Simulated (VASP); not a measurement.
A run of VASP 6.6.1:

The input INCAR:

```
PREC = Accurate
ENCUT = 520
EDIFF = 1E-6
ISMEAR = 0
SIGMA = 0.1
LREAL = False
LASPH = True
NELM = 100
ALGO = Normal
ISIF = 2
LWAVE = False
LCHARG = False
LDIPOL = True
IDIPOL = 3
DIPOL = 0.5 0.5 0.492
GGA = PE
NBANDS = 29
```

File KPOINTS:

```
regular mesh
0
Gamma
  6 6 1
```

File POSCAR:

```
BiTe
1.0
    4.5978826485      0.0000000000      0.0000000000
    0.0000000000      4.5978826485      0.0000000000
    0.0000000000      0.0000000000     17.2511939999
Bi Te
2 2
Direct
    0.5000000000      0.5000000000      0.4057690152
    0.0000000000      0.0000000000      0.5791503347
    0.0000000000      0.0000000000      0.4057690152
    0.5000000000      0.5000000000      0.5770220235
```

Potentials or basis: VASP PAW PBE potentials, release 64 (Bi_d, Te).

Launch:

```bash
$ cat potpaw_PBE.64/Bi_d/POTCAR potpaw_PBE.64/Te/POTCAR > POTCAR
$ mpirun -np 1 vasp_std > vasp.out
```

Hardware: 1 thread of Intel(R) Xeon(R) Platinum 8124M CPU @ 3.00GHz (Skylake/Cascade Lake), on a shared host.

Question: Estimate the wall time of this run.

Answer: Wall time 3.9 min on 1 thread of Intel(R) Xeon(R) Platinum 8124M CPU @ 3.00GHz (Skylake/Cascade Lake) (shared host), peak memory 0.45 GiB. Counts: scf iterations 22, k points 10.
